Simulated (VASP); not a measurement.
# SnTe (Fm-3m) in VASP: notebook, part 2 of 2

VASP 6.6.1. The steps go on from the part before.

## Step 4: Single point, r2SCAN (strain -2.0%)

POSCAR

```
SnTe
1.0
    0.0000000000      3.1255437385      3.1255437385
    3.1255437385      0.0000000000      3.1255437385
    3.1255437385      3.1255437385      0.0000000000
Sn Te
1 1
Direct
    0.0000000000      0.0000000000      0.0000000000
    0.5000000000      0.5000000000      0.5000000000
```

INCAR.step1

```
SYSTEM = SnTe
ALGO = Normal
EDIFF = 1E-4
ENCUT = 520
GGA = PE
ISMEAR = -1
LASPH = .True.
LCHARG = .False.
LREAL = .False.
LWAVE = .True.
NBANDS = 17
NELM = 60
PREC = Accurate
SIGMA = 0.02
```

INCAR.step2

```
SYSTEM = SnTe
ALGO = Normal
EDIFF = 1E-6
ENCUT = 520
ISIF = 2
ISMEAR = -1
ISTART = 1
LASPH = .True.
LCHARG = .True.
LELF = .True.
LMIXTAU = .True.
LREAL = .False.
LVHAR = .True.
LWAVE = .False.
METAGGA = R2SCAN
NBANDS = 17
NELM = 60
PREC = Accurate
SIGMA = 0.02
```

KPOINTS

```
k-points
0
Gamma
  8 8 8
  0 0 0
```

Potentials or basis: VASP PAW PBE potentials, release 64 (Sn_d, Te).

On the command line:

```bash
cat potpaw_PBE.64/Sn_d/POTCAR potpaw_PBE.64/Te/POTCAR > POTCAR
cp INCAR.step1 INCAR
mpirun -np 1 vasp_std > vasp.out
cp INCAR.step2 INCAR
mpirun -np 1 vasp_std > vasp.out
```

OUTCAR:

```text
SYSTEM = SnTe
   EDIFF = 1E-6
   ENCUT = 520
   ISIF = 2
   ISMEAR = -1
   ISTART = 1
   LASPH = .True.
   LREAL = .False.
   METAGGA = R2SCAN
   NELM = 60
   PREC = Accurate

 ion  position               nearest neighbor table
   1  0.000  0.000  0.000-   2 3.13   2 3.13   2 3.13   2 3.13   2 3.13   2 3.13
   2  0.500  0.500  0.500-   1 3.13   1 3.13   1 3.13   1 3.13   1 3.13   1 3.13

  LATTYP: Found a face centered cubic cell.
 ALAT       =     6.2510874770

  Lattice vectors:

[... 668 lines left out ...]

  FORCE on cell =-STRESS in cart. coord.  units (eV):
  Direction    XX          YY          ZZ          XY          YZ          ZX
  --------------------------------------------------------------------------------------
  -------------------------------------------------------------------------------------
  Total        1.0962089      1.0962089      1.0962089     -0.0000000      0.0000000      0.0000000
  in kB       28.7605487     28.7605487     28.7605487     -0.0000000      0.0000000      0.0000000
  external PRESSURE =      28.7605487 kB  Pullay stress =       0.0000000 kB

 VOLUME and BASIS-vectors are now :
 -----------------------------------------------------------------------------
  energy-cutoff  :      520.00
  volume of cell :       61.07
      direct lattice vectors                 reciprocal lattice vectors
     0.000000000  3.125543738  3.125543738    -0.159972165  0.159972165  0.159972165
     3.125543738  0.000000000  3.125543738     0.159972165 -0.159972165  0.159972165
     3.125543738  3.125543738  0.000000000     0.159972165  0.159972165 -0.159972165

 POSITION                                       TOTAL-FORCE (eV/Angst)
 -----------------------------------------------------------------------------------
      0.00000      0.00000      0.00000         0.000000      0.000000      0.000000
      3.12554      3.12554      3.12554        -0.000000      0.000000     -0.000000
 -----------------------------------------------------------------------------------
    total drift:                               -0.000000      0.000000      0.000000

  FREE ENERGIE OF THE ION-ELECTRON SYSTEM (eV)
  ---------------------------------------------------
  free  energy   TOTEN  =       -50.6538580089 eV

  energy  without entropy=      -50.6535005751  energy(sigma->0) =      -50.65367929
```

OUTCAR.step1:

```text
SYSTEM = SnTe
   EDIFF = 1E-4
   ENCUT = 520
   GGA = PE
   ISMEAR = -1
   LASPH = .True.
   LREAL = .False.
[... 700 lines left out ...]
      0.00000      0.00000      0.00000        -0.000000     -0.000000      0.000000
      3.12554      3.12554      3.12554         0.000000      0.000000     -0.000000
 -----------------------------------------------------------------------------------
    total drift:                               -0.000000      0.000000      0.000000

  FREE ENERGIE OF THE ION-ELECTRON SYSTEM (eV)
  ---------------------------------------------------
  free  energy   TOTEN  =        -7.5136249080 eV

  energy  without entropy=       -7.5135790149  energy(sigma->0) =       -7.51360196
```

It took 91 s on 1 thread of Intel Xeon Platinum 8488C (Sapphire Rapids), shared host; peak memory 0.23 GiB.

What came out:

```
Free energy            : -50.6539 eV
Pressure               : 2.9 GPa
Band gap on the k mesh : 0.05 eV
```

Levels at points of the mesh, in eV from the valence-band top:
| k point | band 8 | band 9 | band 10 | band 11 | band 12 | band 13 |
| --- | --- | --- | --- | --- | --- | --- |
| (0.00, 0.00, 0.00) | -2.67 | -2.67 | -2.67 | 3.39 | 3.39 | 3.39 |
| (0.50, 0.00, 0.00) | -2.29 | -2.29 | 0.00 | 0.05 | 0.13 | 0.13 |
| (0.50, 0.50, 0.00) | -6.27 | -4.36 | -4.36 | 2.11 | 5.14 | 5.14 |

Caveat: the cell differs from its parent crystal (strain -2.0%); the PAW data sets were made with another functional, which shifts forces and pressure a little; spin-orbit coupling is left out, which moves the levels of the heavy elements. A k mesh can miss the band edges.

## Step 5: Single point, r2SCAN (strain -1.0%)

POSCAR

```
SnTe
1.0
    0.0000000000      3.1574370420      3.1574370420
    3.1574370420      0.0000000000      3.1574370420
    3.1574370420      3.1574370420      0.0000000000
Sn Te
1 1
Direct
    0.0000000000      0.0000000000      0.0000000000
    0.5000000000      0.5000000000      0.5000000000
```

INCAR.step1

```
PREC     = Accurate       # precision mode
ENCUT    = 520            # plane-wave cutoff, eV
ISMEAR   = -1             # smearing method
SIGMA    = 0.02           # smearing width, eV
LREAL    = F              # projectors in reciprocal space
LASPH    = T              # aspherical terms in the spheres
NELM     = 60             # most SCF steps
NBANDS   = 17             # bands
GGA      = PE             # functional
ALGO     = Normal         # electronic algorithm
EDIFF    = 1E-4           # SCF threshold, eV
LWAVE    = T              # write WAVECAR
LCHARG   = F              # write CHGCAR
```

INCAR.step2

```
PREC     = Accurate       # precision mode
ENCUT    = 520            # plane-wave cutoff, eV
EDIFF    = 1E-7           # SCF threshold, eV
ISMEAR   = -1             # smearing method
SIGMA    = 0.02           # smearing width, eV
LREAL    = F              # projectors in reciprocal space
LASPH    = T              # aspherical terms in the spheres
NELM     = 60             # most SCF steps
ALGO     = Normal         # electronic algorithm
ISIF     = 2              # what is computed and relaxed
LWAVE    = F              # write WAVECAR
LCHARG   = F              # write CHGCAR
METAGGA  = R2SCAN         # meta-GGA
LMIXTAU  = T            
NBANDS   = 17             # bands
ISTART   = 1
```

KPOINTS

```
regular mesh
0
Gamma
  8 8 8
```

On the command line:

```bash
cat potpaw_PBE.64/Sn_d/POTCAR potpaw_PBE.64/Te/POTCAR > POTCAR
cp INCAR.step1 INCAR
mpirun -np 1 vasp_std > vasp.out
cp INCAR.step2 INCAR
mpirun -np 1 vasp_std > vasp.out
```

Run time: 97 s. Hardware: 1 thread of Intel Xeon Platinum 8488C (Sapphire Rapids), shared host; peak memory 0.22 GiB.

Results (log left out):

```yaml
Free_energy: -50.6787 eV
Pressure: 1.3 GPa
Band_gap_on_the_k_mesh: 0.05 eV
```

Levels at points of the mesh, in eV from the valence-band top:
```csv
k point,band 6,band 7,band 8,band 9,band 10,band 11,band 12,band 13,band 14,band 15
"(0.00, 0.00, 0.00)",-13.52,-4.83,-2.54,-2.54,-2.54,3.35,3.35,3.35,4.90,4.90
"(0.50, 0.00, 0.00)",-12.18,-8.85,-2.17,-2.17,0.00,0.05,0.21,0.21,8.13,9.02
"(0.50, 0.50, 0.00)",-11.85,-6.83,-6.01,-4.16,-4.16,2.27,5.01,5.01,6.60,9.10
```

Caveat: the cell differs from its parent crystal (strain -1.0%); the PAW data sets were made with another functional, which shifts forces and pressure a little; spin-orbit coupling is left out, which moves the levels of the heavy elements. A k mesh can miss the band edges.

## Step 6: The runs side by side

```tsv
cell	gap on the mesh (eV)	pressure (GPa)
a = 4.330 Å, angles 60.0°, 2 atoms	0.04	6.8
a = 4.375 Å, angles 60.0°, 2 atoms	0.09	4.7
a = 4.420 Å, angles 60.0°, 2 atoms	0.05	2.9
a = 4.465 Å, angles 60.0°, 2 atoms	0.05	1.3
```

Alike in all rows: task single point; level r2SCAN; potentials or basis VASP PAW PBE potentials, release 64 (Sn_d, Te); no spin polarisation; k mesh 8 × 8 × 8; cutoff (eV) 520; smearing fermi-dirac 0.02 eV.

Caveats: the PAW data sets were made with another functional, which shifts forces and pressure a little; spin-orbit coupling is left out, which moves the levels of the heavy elements; the cell stands under pressure (at least some runs).

Absolute energies hang on the potentials; compare differences alone.
